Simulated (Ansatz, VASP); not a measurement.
## Two plane-wave programs on BeSn3

```
Be Sn
1.0
     4.55503    0.00000    0.00000
     0.00000    4.55503    0.00000
     0.00000    0.00000    4.55503
Be Sn
1 3
Direct
  0.00000 0.00000 0.00000
  0.00000 0.50000 0.50000
  0.50000 0.00000 0.50000
  0.50000 0.50000 0.00000
```

Alike in both runs: functional PBE; k mesh 4 × 4 × 4; occupations gaussian, width 0.1 eV; no spin polarisation.

Ansatz relaxed the structure, and its values are those at the end. VASP's run is a single point on that final structure, the one shown.

```csv
,VASP,Ansatz
version,VASP 6.6.1,Ansatz 0.2.0
potentials or method,"VASP PAW PBE potentials, release 64 (Be, Sn_d), cutoff 520 eV","scalar-relativistic, plane waves, PAW"
valence electrons in the cell,44,44
```

|  | VASP | Ansatz | Ansatz less VASP |
| --- | --- | --- | --- |
| gap on the k mesh at the Fermi level (eV) | none | none | - |
| pressure (GPa) | -0.2 | -0.2 | +0.04 |

A gap of «none» marks a metal or a gap that the smearing closes.
